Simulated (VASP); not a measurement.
YF, 4 atoms in the cell. Symmetry: P4/nmm, No. 129, tetragonal system. The conventional cell has a = 3.720 Å, b = 3.720 Å, c = 5.715 Å, α = 90.00°, β = 90.00°, γ = 90.00°. Within 3.2 Å of Y (site symmetry 4mm) lie 4 F at 2.40 Å. F (site symmetry -4m2) has 4 Y at 2.40 Å and 4 F at 2.63 Å within 3.2 Å.  This cell differs from its parent crystal: atoms taken out.

```yaml
Program: VASP 6.6.1
Task: relaxation of cell and atoms
Functional: PBE
Potentials_or_basis: VASP PAW PBE potentials, release 64 (Y_sv, F)
Cutoff: 600 eV
k_mesh: 12 × 12 × 8
Occupations: gaussian, width 0.1 eV
Spin: no spin polarisation
Dipole_correction: no
Further_INCAR_settings: ALGO = Normal; EDIFF = 1e-06; IBRION = 2; EDIFFG = -0.01; NSW = 100; ISIF = 3
```

Potentials or basis: VASP PAW PBE potentials, release 64 (Y_sv, F).

The run is started by

```sh
$ cat potpaw_PBE.64/Y_sv/POTCAR potpaw_PBE.64/F/POTCAR > POTCAR
$ mpirun -np 1 vasp_std > vasp.out
```

Hardware: 1 thread of Intel(R) Xeon(R) 6975P-C (Granite Rapids), with other jobs on the host.

Task: Estimate the wall time of this run.

Result: It took 7.5 min on 1 thread of Intel(R) Xeon(R) 6975P-C (Granite Rapids) (shared host), peak memory 0.42 GiB. Counts: scf iterations 51, k points 140, ion steps 8.
